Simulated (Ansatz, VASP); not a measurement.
Se in VASP and in Ansatz

Contents of INCAR:

```
SYSTEM = Se
PREC = Accurate ; ENCUT = 520
EDIFF = 1E-6 ; ISMEAR = -1
SIGMA = 0.08 ; LREAL = .FALSE.
LASPH = .TRUE. ; NELM = 80
ALGO = Normal ; ISIF = 2
LWAVE = .FALSE. ; LCHARG = .FALSE.
GGA = PE ; NBANDS = 16
```

File KPOINTS:

```
Automatic mesh
0
G
  8 8 11
  0 0 0
```

Contents of POSCAR:

```
Se
1.0
    5.2014240416      0.0000000000      0.0000000000
   -2.6007120208      4.5045653558      0.0000000000
    0.0000000000      0.0000000000      2.6935434335
Se
3
Direct
    0.0000000000      0.0000000000      0.0000000000
    0.3333333333      0.6666666667      0.5000000000
    0.6666666667      0.3333333333      0.5000000000
```

Input for Ansatz:

```yaml
crystal:
  lattice:
    - [5.2014240416, 0.0, 0.0]
    - [-2.6007120208, 4.5045653558, 0.0]
    - [0.0, 0.0, 2.6935434335]
  atoms:
    - { symbol: Se, position: [0.0, 0.0, 0.0] }
    - { symbol: Se, position: [0.3333333333, 0.6666666667, 0.5] }
    - { symbol: Se, position: [0.6666666667, 0.3333333333, 0.5] }
kpoints:
  mp_grid: { grid: [8, 8, 11] }
  band_path:
    path:
      - [0.0, 0.0, 0.0]
      - [0.5, 0.0, 0.0]
      - [0.3333333333, 0.3333333333, 0.0]
      - [0.0, 0.0, 0.0]
      - [0.0, 0.0, 0.5]
      - [0.5, 0.0, 0.5]
      - [0.3333333333, 0.3333333333, 0.5]
      - [0.0, 0.0, 0.5]
      - [0.5, 0.0, 0.5]
    npoints: 14
scf:
  occupations: { method: fermi_dirac, width: 0.08 }
hamiltonian:
  xc: pbe
  pseudopotentials: { kind: all_electron, lapw: { basis_error: 0.001 } }
output:
  forces: true
  stress: true
  eigenvalues: true
  populations: true
  dos: { projected: true, de: 0.2, e_range: [-14, 8] }
```

Alike in both runs: task single point; functional PBE; k mesh 8 × 8 × 11; occupations fermi-dirac, width 0.08 eV; no spin polarisation.

|  | VASP | Ansatz |
| --- | --- | --- |
| version | VASP 6.6.1 | Ansatz 0.2.0 |
| potentials or method | VASP PAW PBE potentials, release 64 (Se), cutoff 520 eV | all-electron LAPW, scalar-relativistic |

|  | VASP | Ansatz | Ansatz less VASP |
| --- | --- | --- | --- |
| pressure (GPa) | 0.0 | 0.0 | -0.02 |

Ansatz ran all-electron here, and VASP with PAW potentials.
